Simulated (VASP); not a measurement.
# H8C20Cl in VASP: single point with PBE+D3(BJ)

Aim: the single point of H8C20Cl with PBE+D3(BJ).

Program: VASP 6.6.1. These are calculated values, not measurements. Logs are shortened: lines on timing, memory, paths and dates and some standing lists are left out, and cuts for length are marked.

## Step 1: The cell of the first run

The cell holds a slab with vacuum, 29 atoms: a = 5.049 Å, b = 5.049 Å, c = 15.165 Å, α = 90.00°, β = 90.00°, γ = 90.00°.

## Step 2: Single point, PBE+D3(BJ), collinear spin

File INCAR:

```
PREC = Accurate ; ENCUT = 520
EDIFF = 1E-7 ; ISMEAR = -1
SIGMA = 0.05 ; LREAL = Auto
LASPH = True ; NELM = 150
ALGO = Normal ; ISIF = 2
LWAVE = False ; LCHARG = False
ISPIN = 2 ; MAGMOM = 0 0 0 0 0 0 0 0 0 0 0 0 0.01 0 0 0 0.03 0.03 0 0 0.01 0 0 0 0.02 0 0.01 0.37 0.02
LORBIT = 11 ; GGA = PE
IVDW = 12 ; NBANDS = 72
```

File KPOINTS:

```
regular mesh
0
Gamma
  2 2 1
```

File POSCAR:

```
H8C20Cl
1.0
    5.0487420000      0.0000000000      0.0000000000
    0.0000000000      5.0487420000      0.0000000000
    0.0000000000      0.0000000000     15.1647000000
H C Cl
8 20 1
Direct
    0.4277897346      0.0000000000      0.0659426167
    0.0722160095      0.0000000000      0.0659426167
    0.9277954786      0.0000000000      0.0659426167
    0.5722217535      0.0000000000      0.0659426167
    0.4277897346      0.5000057440      0.0659426167
    0.0722160095      0.5000057440      0.0659426167
    0.9277954786      0.5000057440      0.0659426167
    0.5722217535      0.5000057440      0.0659426167
    0.2500028720      0.0000000000      0.1077963956
    0.7500086160      0.0000000000      0.1077963956
    0.2500028720      0.5000057440      0.1077963956
    0.7500086160      0.5000057440      0.1077963956
    0.2500028720      0.2500028720      0.1666501810
    0.7500086160      0.2500028720      0.1666501810
    0.2500028720      0.7500086160      0.1666501810
    0.7500086160      0.7500086160      0.1666501810
   -0.0015845531      0.2591140526      0.2204857333
    0.5074729507      0.2419414579      0.2170237459
   -0.0034067893      0.7527221633      0.2287153719
    0.4937863729      0.7494144086      0.2286758063
   -0.0081604487      0.0160832144      0.2843775347
    0.4948955601      0.0212330121      0.2875295917
   -0.0022381813      0.4928950618      0.2854985592
    0.4954303468      0.4950540154      0.2833752069
    0.2466951173      0.1196931830      0.3282491576
    0.7372331563      0.0942809120      0.3382262755
    0.2493294369      0.3954846574      0.3266863176
    0.7434129136      0.4081610825      0.3316386081
    0.7181392909     -0.0674821569      0.4452379539
```

Potentials or basis: VASP PAW PBE potentials, release 64 (H, C, Cl).

Command:

```console
$ cat potpaw_PBE.64/H/POTCAR potpaw_PBE.64/C/POTCAR potpaw_PBE.64/Cl/POTCAR > POTCAR
$ mpirun -np 1 vasp_std > vasp.out
```

OUTCAR:

```text
PREC = Accurate
   ENCUT = 520
   EDIFF = 1E-7
   ISMEAR = -1
   LREAL = Auto
   LASPH = True
   NELM = 150
   ISIF = 2
   ISPIN = 2
   LORBIT = 11
   GGA = PE
   IVDW = 12
 IVDW          = 12

 ion  position               nearest neighbor table
   1  0.428  0.000  0.066-   4 0.73   9 1.10
   2  0.072  0.000  0.066-   3 0.73   9 1.10
   3  0.928  0.000  0.066-   2 0.73  10 1.10
   4  0.572  0.000  0.066-   1 0.73  10 1.10
   5  0.428  0.500  0.066-   8 0.73  11 1.10
   6  0.072  0.500  0.066-   7 0.73  11 1.10
   7  0.928  0.500  0.066-   6 0.73  12 1.10
   8  0.572  0.500  0.066-   5 0.73  12 1.10
   9  0.250  0.000  0.108-   2 1.10   1 1.10  15 1.55  13 1.55
  10  0.750  0.000  0.108-   4 1.10   3 1.10  16 1.55  14 1.55
  11  0.250  0.500  0.108-   6 1.10   5 1.10  13 1.55  15 1.55
  12  0.750  0.500  0.108-   8 1.10   7 1.10  14 1.55  16 1.55
  13  0.250  0.250  0.167-  18 1.51  17 1.51  11 1.55   9 1.55
  14  0.750  0.250  0.167-  18 1.44  17 1.50  12 1.55  10 1.55
[... 8 lines left out ...]
  23  0.998  0.493  0.285-  27 1.50  28 1.52  17 1.54  19 1.57
  24  0.495  0.495  0.283-  27 1.49  28 1.52  20 1.53  18 1.63
  25  0.247  0.120  0.328-  27 1.39  22 1.48  21 1.54
  26  0.737  0.094  0.338-  22 1.49  21 1.57  28 1.59  29 1.82
  27  0.249  0.395  0.327-  25 1.39  24 1.49  23 1.50
  28  0.743  0.408  0.332-  24 1.52  23 1.52  26 1.59
  29  0.718  0.933  0.445-  26 1.82

  LATTYP: Found a simple tetragonal cell.
 ALAT       =     5.0487420000
 C/A-ratio  =     3.0036591293

  Lattice vectors:

 A1 = (   5.0487420000,   0.0000000000,   0.0000000000)
 A2 = (   0.0000000000,   5.0487420000,   0.0000000000)
 A3 = (   0.0000000000,   0.0000000000,  15.1647000000)

Analysis of symmetry for initial positions (statically):
=====================================================================
 Subroutine PRICEL returns:
 Original cell was already a primitive cell.

 Routine SETGRP: Setting up the symmetry group for a
 simple tetragonal supercell.

 Subroutine GETGRP returns: Found  1 space group operations
 (whereof  1 operations were pure point group operations)
 out of a pool of 16 trial point group operations.

The static configuration has the point symmetry C_1 .

Analysis of symmetry for dynamics (positions and initial velocities):
=====================================================================
 Subroutine PRICEL returns:
 Original cell was already a primitive cell.

 Routine SETGRP: Setting up the symmetry group for a
 simple tetragonal supercell.

 Subroutine GETGRP returns: Found  1 space group operations
 (whereof  1 operations were pure point group operations)
 out of a pool of 16 trial point group operations.

The dynamic configuration has the point symmetry C_1 .

Analysis of structural, dynamic, and magnetic symmetry:
=====================================================================
 Subroutine PRICEL returns:
 Original cell was already a primitive cell.

 Routine SETGRP: Setting up the symmetry group for a
 simple tetragonal supercell.

 Subroutine GETGRP returns: Found  1 space group operations
 (whereof  1 operations were pure point group operations)
 out of a pool of 16 trial point group operations.

The overall configuration has the point symmetry C_1 .

 Subroutine INISYM returns: Found  1 space group operations
 (whereof  1 operations are pure point group operations),
 and found     1 'primitive' translations

----------------------------------------------------------------------------------------

                                     Primitive cell

  volume of cell :     386.5451

  direct lattice vectors                    reciprocal lattice vectors
     5.048742000  0.000000000  0.000000000     0.198069143  0.000000000  0.000000000
     0.000000000  5.048742000  0.000000000     0.000000000  0.198069143  0.000000000
     0.000000000  0.000000000 15.164700000     0.000000000  0.000000000  0.065942617

  length of vectors
     5.048742000  5.048742000 15.164700000     0.198069143  0.198069143  0.065942617

  position of ions in fractional coordinates (direct lattice)
     0.427789735  0.000000000  0.065942617
     0.072216010  0.000000000  0.065942617
     0.927795479  0.000000000  0.065942617
     0.572221754  0.000000000  0.065942617
     0.427789735  0.500005744  0.065942617
     0.072216010  0.500005744  0.065942617
[... 21 lines left out ...]
     0.743412914  0.408161083  0.331638608
[... 72 lines left out ...]
   NGX,Y,Z   is equivalent  to a cutoff of  13.17, 13.17, 13.16 a.u.
   NGXF,Y,Z  is equivalent  to a cutoff of  26.34, 26.34, 26.31 a.u.
 SYSTEM =  unknown system
   PREC   = accura    normal or accurate (medium, high low for compatibility)
   ISTART =      0    job   : 0-new  1-cont  2-samecut
   ICHARG =      2    charge: 1-file 2-atom 10-const
   ISPIN  =      2    spin polarized calculation?
   LNONCOLLINEAR =      F non collinear calculations
   LSORBIT =      F    spin-orbit coupling
   LASPH  =      T    aspherical Exc in radial PAW
   ENCUT  =  520.0 eV  38.22 Ry    6.18 a.u.   9.39  9.39 28.20*2*pi/ulx,y,z
   NELM   =    150;   NELMIN=  2; NELMDL= -5     # of ELM steps
   EDIFF  = 0.1E-06   stopping-criterion for ELM
   LREAL  =      T    real-space projection
   EDIFFG = 0.1E-05   stopping-criterion for IOM
   NSW    =      0    number of steps for IOM
   IBRION =     -1    ionic relax: 0-MD 1-quasi-New 2-CG
   NFREE  =      0    steps in history (QN), initial steepest desc. (CG)
   ISIF   =      2    stress and relaxation
   ISYM   =      2    0-nonsym 1-usesym 2-fastsym
   POTIM  = 0.5000    time-step for ionic-motion
   TEBEG  =    0.0;   TEEND  =   0.0 temperature during run
   PSTRESS=    0.0 pullay stress
   NELECT =      95.0000    total number of electrons
   NUPDOWN=      -1.0000    fix difference up-down
   EMIN   =  10.00;   EMAX   =-10.00  energy-range for DOS
   EFERMI =   0.00;   METHOD = LEGACY
   ISMEAR =    -1;   SIGMA  =   0.05  broadening in eV -4-tet -1-fermi 0-gaus
   EFERMI_NEDOS =   21; number of points for ismear=-14 and -15
   IALGO  =     38    algorithm
   IMIX   =      4    mixing-type and parameters
     AMIX     =   0.40;   BMIX     =  1.00
     AMIX_MAG =   1.60;   BMIX_MAG =  1.00
  volume/ion in A,a.u.               =      13.33        89.95
  Fermi-wavevector in a.u.,A,eV,Ry     =   1.025454  1.937826 14.307273  1.051555
  Thomas-Fermi vector in A             =   2.159295
   LORBIT       =     11    0 simple, 1 ext, 2 COOP (PROOUT), +10 PAW based schemes
   GGA     = PE    functional components
   LHFCALC =     F    Hartree Fock is set to
   AEXX    =    0.0000 exact exchange contribution
   IVDW    =    12    specifies the selected vdW correction
   LEPSILON=     F    determine dielectric tensor
   LRPA    =     F    only Hartree local field effects (RPA)
 spin polarized calculation
  energy-cutoff  :      520.00
  volume of cell :      386.55
 maximum number of plane-waves:     10429
 NGX is ok and might be reduce to    40
   NGX = 19   NGY = 19   NGZ = 57

 number of electron      95.0000008 magnetization       0.9999938

 Free energy of the ion-electron system (eV)
  ---------------------------------------------------
  ext. energy  EPLUGINS =         0.00000000
  ---------------------------------------------------
  free energy    TOTEN  =      -192.05800956 eV

  energy without entropy =     -192.05799552  energy(sigma->0) =     -192.05800254

 E-fermi :   1.3361     XC(G=0):  -5.9781

 val. band max:        0.7805195890   @ k =   0.0000   0.5000   0.0000
 cond. band min:       1.8342399172   @ k =   0.0000   0.0000   0.0000
 fundamental gap:      1.0537203282
 Fermi energy:         1.3361094593

 spin component 1

 k-point     1 :       0.0000    0.0000    0.0000
  band No.  band energies     occupation
      1     -20.6101      1.00000
      2     -18.2921      1.00000
      3     -16.4142      1.00000
      4     -16.1886      1.00000
      5     -15.9388      1.00000
      6     -15.8494      1.00000
[... 237 lines left out ...]
     58       6.5935      0.00000
     59       7.4416      0.00000
 Fermi energy:         1.3361094593

 spin component 2

 k-point     1 :       0.0000    0.0000    0.0000
  band No.  band energies     occupation
      1     -20.5492      1.00000
      2     -18.2432      1.00000
      3     -16.3730      1.00000
      4     -16.1476      1.00000
      5     -15.9260      1.00000
      6     -15.8009      1.00000
[... 237 lines left out ...]
     58       6.6328      0.00000
     59       7.4831      0.00000
 [bands above 59 left out]

------------------------ aborting loop because EDIFF is reached ----------------------------------------

 Edisp (eV)   -3.33913

 E8    (eV) :    -0.9706

  FORCE on cell =-STRESS in cart. coord.  units (eV):
  Direction    XX          YY          ZZ          XY          YZ          ZX
  --------------------------------------------------------------------------------------
  -------------------------------------------------------------------------------------
  Total      75.92978    -8.50931     1.14424    -1.13168    -0.27547     2.88218
  in kB     314.71871   -35.26995     4.74271    -4.69068    -1.14180    11.94623
  external pressure =       94.73 kB  Pullay stress =        0.00 kB

 VOLUME and BASIS-vectors are now :
 -----------------------------------------------------------------------------
  energy-cutoff  :      520.00
  volume of cell :      386.55
      direct lattice vectors                 reciprocal lattice vectors
     5.048742000  0.000000000  0.000000000     0.198069143  0.000000000  0.000000000
     0.000000000  5.048742000  0.000000000     0.000000000  0.198069143  0.000000000
     0.000000000  0.000000000 15.164700000     0.000000000  0.000000000  0.065942617

 POSITION                                       TOTAL-FORCE (eV/Angst)
 -----------------------------------------------------------------------------------
      2.15980      0.00000      1.00000        -8.958988      0.000466      0.112188
      0.36460      0.00000      1.00000         8.951620     -0.081608      0.056447
      4.68420      0.00000      1.00000        -8.951779     -0.082851      0.061751
      2.88900      0.00000      1.00000         8.970651     -0.020669      0.113924
      2.15980      2.52440      1.00000        -8.945813      0.062152      0.089342
      0.36460      2.52440      1.00000         8.965072      0.037179      0.105053
[... 21 lines left out ...]
      3.75330      2.06070      5.02920         0.167121      0.597058      0.540411
      3.62570      4.70804      6.75190         0.356388      0.532807     -0.087550
 -----------------------------------------------------------------------------------
    total drift:                                0.037112      0.042750     -0.024337

  FREE ENERGIE OF THE ION-ELECTRON SYSTEM (eV)
  ---------------------------------------------------
  free  energy   TOTEN  =      -195.3971444958 eV

  energy  without entropy=     -195.3971304579  energy(sigma->0) =     -195.39713748

 total charge

# of ion       s       p       d       tot
------------------------------------------
    1        0.742   0.102   0.000   0.844
    2        0.743   0.102   0.000   0.845
    3        0.743   0.102   0.000   0.845
    4        0.743   0.102   0.000   0.845
    5        0.742   0.102   0.000   0.845
    6        0.742   0.102   0.000   0.845
[... 21 lines left out ...]
   28        0.844   1.609   0.000   2.453
   29        1.606   3.494   0.000   5.100
--------------------------------------------------
tot         24.355  39.123   0.000  63.478

 magnetization (x)

# of ion       s       p       d       tot
------------------------------------------
    1        0.001   0.000   0.000   0.001
    2        0.001   0.000   0.000   0.001
    3       -0.000   0.000   0.000   0.000
    4       -0.000   0.000   0.000   0.000
    5        0.000   0.000   0.000   0.000
    6        0.000  -0.000   0.000   0.000
[... 21 lines left out ...]
   28        0.047   0.384   0.000   0.431
   29        0.002   0.025   0.000   0.028
--------------------------------------------------
tot          0.084   0.504   0.000   0.588
```

Run time: 9.3 min. Hardware: 1 thread of Intel Xeon Platinum 8259CL at 2.50GHz (Skylake/Cascade Lake), shared host; peak memory 0.66 GiB.

What came out:

| Quantity | Value |
| --- | --- |
| Free energy | -195.3971 eV |
| Largest force | 8.978 eV/Å |
| Band gap on the k mesh | 1.05 eV (least direct gap 1.10 eV) |
| Net moment | 1.00 μB per cell |
| Site moments | H +0.00; C +0.00, -0.00, +0.01, +0.03, +0.04, +0.02, +0.43 (each value once); Cl +0.03 μB |
| Valence electrons inside the program's atomic spheres | H 0.84; C 2.68, 2.60, 2.66, 2.53, 2.52, 2.61, 2.62, 2.50, 2.58, 2.57, 2.59, 2.45 (each value once); Cl 5.10 |
| Dispersion energy per atom | -0.115 eV |

Forces in eV/Å, atoms in the order of the input:
```
H   -8.959  0.000  0.112
H    8.952 -0.082  0.056
H   -8.952 -0.083  0.062
H    8.971 -0.021  0.114
H   -8.946  0.062  0.089
H    8.965  0.037  0.105
H   -8.970  0.026  0.114
H    8.978  0.102  0.055
C   -0.284 -0.140  0.846
C    0.253 -0.221  0.779
C    0.034  0.085  0.876
C   -0.185  0.180  0.750
C    0.217 -0.068 -3.483
C    0.901  0.118 -4.524
C   -0.477  0.258  0.102
C   -0.492  0.156  0.245
C   -0.862 -1.642 -0.679
C   -1.419  1.458  1.422
C    0.218  0.168  0.782
C    0.676  0.838  0.877
C    0.345  1.090  0.554
C    0.095 -0.873 -2.032
C   -0.944 -0.362  0.159
C    1.127 -1.578  0.480
C   -0.692 -0.021  0.660
C    1.208 -0.265  0.324
C   -0.281 -0.354  0.704
C    0.167  0.597  0.540
Cl   0.356  0.533 -0.088
```

Caveat: the k points lie up to 0.62 Å⁻¹ apart; there is no dipole correction, which matters where the two faces differ.
